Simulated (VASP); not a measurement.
# GaGe3 (Fm-3m) in VASP: notebook

GaGe3 is run at these levels: PBE; tasks: single point.

Everything below comes from runs of VASP 6.6.1. Logs are shortened: lines on timing, memory, paths and dates and some standing lists are left out, and cuts for length are marked.

## (1) The cell of the first run

It takes space group Fm-3m (No. 225, cubic). The conventional cell has a = 6.774 Å, b = 6.774 Å, c = 6.774 Å, α = 90.00°, β = 90.00°, γ = 90.00°. Ga (site symmetry m-3m) has 14 Ge at 2.93 to 3.39 Å within 3.9 Å. Ge (site symmetry -43m) has 4 Ga at 2.93 Å and 10 Ge at 2.93 to 3.39 Å within 3.9 Å. Within 3.9 Å of Ge (site symmetry m-3m) lie 8 Ge at 2.93 Å and 6 Ga at 3.39 Å.

## (2) Single point, PBE

Input file INCAR:

```
SYSTEM = GaGe3
PREC     = Accurate       ! precision mode
ENCUT    = 520            ! plane-wave cutoff, eV
EDIFF    = 1E-6           ! SCF threshold, eV
ISMEAR   = 1              ! smearing method
SIGMA    = 0.1            ! smearing width, eV
LREAL    = .FALSE.        ! projectors in reciprocal space
LASPH    = .TRUE.         ! aspherical terms in the spheres
NELM     = 60             ! most SCF steps
ALGO     = Normal         ! electronic algorithm
ISIF     = 2              ! what is computed and relaxed
LWAVE    = .FALSE.        ! write WAVECAR
LCHARG   = .FALSE.        ! write CHGCAR
GGA      = PE             ! functional
NBANDS   = 36             ! bands
```

Input file KPOINTS:

```
Automatic mesh
0
G
  6 6 6
  0 0 0
```

Input file POSCAR:

```
GaGe3
1.0
    0.0000000000      3.3871670000      3.3871670000
    3.3871670000      0.0000000000      3.3871670000
    3.3871670000      3.3871670000      0.0000000000
Ga Ge
1 3
Direct
    0.0000000000      0.0000000000      0.0000000000
    0.2500000000      0.2500000000      0.2500000000
    0.7500000000      0.7500000000      0.7500000000
    0.5000000000      0.5000000000      0.5000000000
```

Potentials or basis: VASP PAW PBE potentials, release 64 (Ga_d, Ge_d).

The run is started by

```console
$ cat potpaw_PBE.64/Ga_d/POTCAR potpaw_PBE.64/Ge_d/POTCAR > POTCAR
$ mpirun -np 1 vasp_std > vasp.out
```

OUTCAR:

```text
SYSTEM = GaGe3
   PREC = Accurate
   ENCUT = 520
   EDIFF = 1E-6
   ISMEAR = 1
   LREAL = .FALSE.
   LASPH = .TRUE.
   NELM = 60
   ISIF = 2
   GGA = PE

 ion  position               nearest neighbor table
   1  0.000  0.000  0.000-
   2  0.250  0.250  0.250-
   3  0.750  0.750  0.750-
   4  0.500  0.500  0.500-

  LATTYP: Found a face centered cubic cell.
 ALAT       =     6.7743340000

  Lattice vectors:

 A1 = (   0.0000000000,   3.3871670000,   3.3871670000)
 A2 = (   3.3871670000,   0.0000000000,   3.3871670000)
 A3 = (   3.3871670000,   3.3871670000,   0.0000000000)

Analysis of symmetry for initial positions (statically):
=====================================================================
 Subroutine PRICEL returns:
 Original cell was already a primitive cell.

 Routine SETGRP: Setting up the symmetry group for a
 face centered cubic supercell.

 Subroutine GETGRP returns: Found 48 space group operations
 (whereof 48 operations were pure point group operations)
 out of a pool of 48 trial point group operations.

The static configuration has the point symmetry O_h .

Analysis of symmetry for dynamics (positions and initial velocities):
=====================================================================
 Subroutine PRICEL returns:
 Original cell was already a primitive cell.

 Routine SETGRP: Setting up the symmetry group for a
 face centered cubic supercell.

 Subroutine GETGRP returns: Found 48 space group operations
 (whereof 48 operations were pure point group operations)
 out of a pool of 48 trial point group operations.

The dynamic configuration has the point symmetry O_h .

 Subroutine INISYM returns: Found 48 space group operations
 (whereof 48 operations are pure point group operations),
 and found     1 'primitive' translations

----------------------------------------------------------------------------------------

                                     Primitive cell

  volume of cell :      77.7213

  direct lattice vectors                    reciprocal lattice vectors
     0.000000000  3.387167000  3.387167000    -0.147615987  0.147615987  0.147615987
     3.387167000  0.000000000  3.387167000     0.147615987 -0.147615987  0.147615987
     3.387167000  3.387167000  0.000000000     0.147615987  0.147615987 -0.147615987

  length of vectors
     4.790177509  4.790177509  4.790177509     0.255678390  0.255678390  0.255678390

  position of ions in fractional coordinates (direct lattice)
     0.000000000  0.000000000  0.000000000
     0.250000000  0.250000000  0.250000000
     0.750000000  0.750000000  0.750000000
     0.500000000  0.500000000  0.500000000

  ion indices of the primitive-cell ions
   primitive index   ion index
                 1           1
                 2           2
                 3           3
                 4           4

----------------------------------------------------------------------------------------

 KPOINTS: Automatic mesh

Automatic generation of k-mesh.
 Grid dimensions read from file:
 generate k-points for:    6    6    6

 Generating k-lattice:

  Cartesian coordinates                     Fractional coordinates (reciprocal lattice)
    -0.024602665  0.024602665  0.024602665     0.166666667  0.000000000  0.000000000
     0.024602665 -0.024602665  0.024602665     0.000000000  0.166666667  0.000000000
     0.024602665  0.024602665 -0.024602665     0.000000000  0.000000000  0.166666667

  Length of vectors
     0.042613065  0.042613065  0.042613065

  Shift w.r.t. Gamma in fractional coordinates (k-lattice)
     0.000000000  0.000000000  0.000000000

 Subroutine IBZKPT returns following result:
 ===========================================

 Found     16 irreducible k-points:

 Following reciprocal coordinates:
            Coordinates               Weight
  0.000000  0.000000  0.000000      1.000000
  0.166667  0.000000  0.000000      8.000000
  0.333333  0.000000  0.000000      8.000000
  0.500000  0.000000  0.000000      4.000000
  0.166667  0.166667  0.000000      6.000000
  0.333333  0.166667  0.000000     24.000000
[... 8 lines left out ...]
 -0.333333  0.333333  0.166667     24.000000
 -0.333333  0.500000  0.166667     12.000000
   k-points           NKPTS =     16   k-points in BZ     NKDIM =     16   number of bands    NBANDS=     36
   number of dos      NEDOS =    301   number of ions     NIONS =      4
   total plane-waves  NPLWV =  46656
   dimension x,y,z NGX =    36 NGY =   36 NGZ =   36
   dimension x,y,z NGXF=    72 NGYF=   72 NGZF=   72
   ions per type =               1   3
   NGX,Y,Z   is equivalent  to a cutoff of  12.49, 12.49, 12.49 a.u.
   NGXF,Y,Z  is equivalent  to a cutoff of  24.99, 24.99, 24.99 a.u.
 SYSTEM =  GaGe3
   PREC   = accura    normal or accurate (medium, high low for compatibility)
   ISTART =      0    job   : 0-new  1-cont  2-samecut
   ICHARG =      2    charge: 1-file 2-atom 10-const
   ISPIN  =      1    spin polarized calculation?
   LNONCOLLINEAR =      F non collinear calculations
   LSORBIT =      F    spin-orbit coupling
   LASPH  =      T    aspherical Exc in radial PAW
   ENCUT  =  520.0 eV  38.22 Ry    6.18 a.u.   8.91  8.91  8.91*2*pi/ulx,y,z
   NELM   =     60;   NELMIN=  2; NELMDL= -5     # of ELM steps
   EDIFF  = 0.1E-05   stopping-criterion for ELM
   LREAL  =      F    real-space projection
   EDIFFG = 0.1E-04   stopping-criterion for IOM
   NSW    =      0    number of steps for IOM
   IBRION =     -1    ionic relax: 0-MD 1-quasi-New 2-CG
   NFREE  =      0    steps in history (QN), initial steepest desc. (CG)
   ISIF   =      2    stress and relaxation
   ISYM   =      2    0-nonsym 1-usesym 2-fastsym
   POTIM  = 0.5000    time-step for ionic-motion
   TEBEG  =    0.0;   TEEND  =   0.0 temperature during run
   PSTRESS=    0.0 pullay stress
   NELECT =      55.0000    total number of electrons
   NUPDOWN=      -1.0000    fix difference up-down
   EMIN   =  10.00;   EMAX   =-10.00  energy-range for DOS
   EFERMI =   0.00;   METHOD = LEGACY
   ISMEAR =     1;   SIGMA  =   0.10  broadening in eV -4-tet -1-fermi 0-gaus
   EFERMI_NEDOS =   21; number of points for ismear=-14 and -15
   IALGO  =     38    algorithm
   IMIX   =      4    mixing-type and parameters
     AMIX     =   0.40;   BMIX     =  1.00
     AMIX_MAG =   1.60;   BMIX_MAG =  1.00
  volume/ion in A,a.u.               =      19.43       131.12
  Fermi-wavevector in a.u.,A,eV,Ry     =   1.458867  2.756859 28.957195  2.128294
  Thomas-Fermi vector in A             =   2.575501
   LORBIT       =      0    0 simple, 1 ext, 2 COOP (PROOUT), +10 PAW based schemes
   GGA     = PE    functional components
   LHFCALC =     F    Hartree Fock is set to
   AEXX    =    0.0000 exact exchange contribution
   IVDW    =     0    specifies the selected vdW correction
   LEPSILON=     F    determine dielectric tensor
   LRPA    =     F    only Hartree local field effects (RPA)
 non-spin polarized calculation
 Methfessel and Paxton  Order N= 1 SIGMA  =   0.10
  energy-cutoff  :      520.00
  volume of cell :       77.72
 maximum number of plane-waves:      2121
   NGX = 17   NGY = 17   NGZ = 17

 number of electron      55.0000038 magnetization

 Free energy of the ion-electron system (eV)
  ---------------------------------------------------
  ext. energy  EPLUGINS =         0.00000000
  ---------------------------------------------------
  free energy    TOTEN  =       -15.29191400 eV

  energy without entropy =      -15.29515725  energy(sigma->0) =      -15.29299508

 E-fermi :   6.1380     XC(G=0): -11.0832

 val. band max:        6.0077465232   @ k =   0.1667   0.1667   0.0000
 cond. band min:       6.2112410609   @ k =   0.3333   0.1667   0.0000
 fundamental gap:      0.2034945377
 Fermi energy:         6.1379948797

 k-point     1 :       0.0000    0.0000    0.0000
  band No.  band energies     occupation
      1     -18.5503      2.00000
      2     -18.5503      2.00000
      3     -18.5371      2.00000
      4     -18.5371      2.00000
      5     -18.5371      2.00000
      6     -18.5316      2.00000
[... 28 lines left out ...]
     35      10.8999      0.00000
     36      15.8751      0.00000

 k-point     2 :       0.1667    0.0000    0.0000
  band No.  band energies     occupation
      1     -18.5463      2.00000
      2     -18.5463      2.00000
      3     -18.5428      2.00000
      4     -18.5397      2.00000
      5     -18.5397      2.00000
      6     -18.5299      2.00000
[... 28 lines left out ...]
     35      12.0466      0.00000
     36      13.9335      0.00000

 k-point     3 :       0.3333    0.0000    0.0000
  band No.  band energies     occupation
      1     -18.5437      2.00000
      2     -18.5437      2.00000
      3     -18.5424      2.00000
      4     -18.5355      2.00000
      5     -18.5355      2.00000
      6     -18.5278      2.00000
[... 28 lines left out ...]
     35      13.0078      0.00000
     36      13.0078      0.00000

 k-point     4 :       0.5000    0.0000    0.0000
  band No.  band energies     occupation
      1     -18.5453      2.00000
      2     -18.5453      2.00000
      3     -18.5370      2.00000
      4     -18.5273      2.00000
      5     -18.5270      2.00000
      6     -18.5270      2.00000
[... 28 lines left out ...]
     35      12.6600      0.00000
     36      13.9488      0.00000

 k-point     5 :       0.1667    0.1667    0.0000
  band No.  band energies     occupation
      1     -18.5480      2.00000
      2     -18.5435      2.00000
      3     -18.5435      2.00000
      4     -18.5430      2.00000
      5     -18.5375      2.00000
      6     -18.5287      2.00000
[... 343 lines left out ...]
 k-point    14 :       0.5000    0.3333    0.1667
  band No.  band energies     occupation
      1     -18.5472      2.00000
      2     -18.5441      2.00000
      3     -18.5387      2.00000
      4     -18.5367      2.00000
      5     -18.5345      2.00000
      6     -18.5283      2.00000
[... 28 lines left out ...]
     35      12.4310      0.00000
     36      13.5187      0.00000

 k-point    15 :      -0.3333    0.3333    0.1667
  band No.  band energies     occupation
      1     -18.5445      2.00000
      2     -18.5430      2.00000
      3     -18.5389      2.00000
      4     -18.5341      2.00000
      5     -18.5333      2.00000
      6     -18.5304      2.00000
[... 28 lines left out ...]
     35      13.2185      0.00000
     36      13.5056      0.00000

 k-point    16 :      -0.3333    0.5000    0.1667
  band No.  band energies     occupation
      1     -18.5447      2.00000
      2     -18.5447      2.00000
      3     -18.5397      2.00000
      4     -18.5370      2.00000
      5     -18.5352      2.00000
      6     -18.5310      2.00000
[... 28 lines left out ...]
     35      12.5839      0.00000
     36      12.6596      0.00000

------------------------ aborting loop because EDIFF is reached ----------------------------------------

  FORCE on cell =-STRESS in cart. coord.  units (eV):
  Direction    XX          YY          ZZ          XY          YZ          ZX
  --------------------------------------------------------------------------------------
  -------------------------------------------------------------------------------------
  Total        0.2459750      0.2459750      0.2459750      0.0000000     -0.0000000      0.0000000
  in kB        5.0706268      5.0706268      5.0706268      0.0000000     -0.0000000      0.0000000
  external PRESSURE =       5.0706268 kB  Pullay stress =       0.0000000 kB

 VOLUME and BASIS-vectors are now :
 -----------------------------------------------------------------------------
  energy-cutoff  :      520.00
  volume of cell :       77.72
      direct lattice vectors                 reciprocal lattice vectors
     0.000000000  3.387167000  3.387167000    -0.147615987  0.147615987  0.147615987
     3.387167000  0.000000000  3.387167000     0.147615987 -0.147615987  0.147615987
     3.387167000  3.387167000  0.000000000     0.147615987  0.147615987 -0.147615987

 POSITION                                       TOTAL-FORCE (eV/Angst)
 -----------------------------------------------------------------------------------
      0.00000      0.00000      0.00000        -0.000000      0.000000     -0.000000
      1.69358      1.69358      1.69358        -0.000000      0.000000      0.000000
      5.08075      5.08075      5.08075         0.000000     -0.000000     -0.000000
      3.38717      3.38717      3.38717        -0.000000      0.000000     -0.000000
 -----------------------------------------------------------------------------------
    total drift:                                0.000000      0.000000      0.000000

  FREE ENERGIE OF THE ION-ELECTRON SYSTEM (eV)
  ---------------------------------------------------
  free  energy   TOTEN  =       -15.2919139988 eV

  energy  without entropy=      -15.2951572467  energy(sigma->0) =      -15.29299508
```

Wall time 55 s (1 thread of AMD EPYC 9R45 (Zen 5), shared host); peak memory 0.18 GiB.

Results:

```
Free energy : -15.2919 eV
Pressure    : 0.5 GPa
```

Levels at points of the mesh, in eV from the Fermi level:
| k point | band 26 | band 27 | band 28 | band 29 | band 30 | band 31 |
| --- | --- | --- | --- | --- | --- | --- |
| (0.00, 0.00, 0.00) | -1.55 | -1.23 | -1.23 | -1.23 | -1.19 | 0.27 |
| (0.50, 0.00, 0.00) | -2.53 | -2.01 | -2.01 | 1.78 | 1.80 | 4.02 |
| (0.50, 0.50, 0.00) | -4.77 | 2.91 | 2.99 | 2.99 | 3.38 | 3.74 |

## (3) Single point, PBE

Input file INCAR:

```
PREC = Accurate ; ENCUT = 520
EDIFF = 1E-6 ; ISMEAR = 1
SIGMA = 0.05 ; LREAL = F
LASPH = T ; NELM = 80
ALGO = Normal ; ISIF = 2
LWAVE = F ; LCHARG = F
GGA = PE ; NBANDS = 36
```

Input file KPOINTS:

```
regular mesh
0
Gamma
  6 6 6
```

POSCAR is that of step 2.

Potentials or basis: VASP PAW PBE potentials, release 64 (Ga_d, Ge_d).

The run is started by

```console
$ cat potpaw_PBE.64/Ga_d/POTCAR potpaw_PBE.64/Ge_d/POTCAR > POTCAR
$ mpirun -np 1 vasp_std > vasp.out
```

Run time: 57 s. Hardware: 1 thread of AMD EPYC 9R45 (Zen 5), shared host; peak memory 0.18 GiB.

Results (log left out):

* Free energy: -15.2930 eV
* Pressure: 0.5 GPa

Levels at points of the mesh, in eV from the Fermi level:
```csv
k point,band 26,band 27,band 28,band 29,band 30,band 31
"(0.00, 0.00, 0.00)",-1.58,-1.27,-1.27,-1.27,-1.23,0.24
"(0.50, 0.00, 0.00)",-2.56,-2.04,-2.04,1.74,1.77,3.98
"(0.50, 0.50, 0.00)",-4.80,2.87,2.95,2.95,3.35,3.70
```
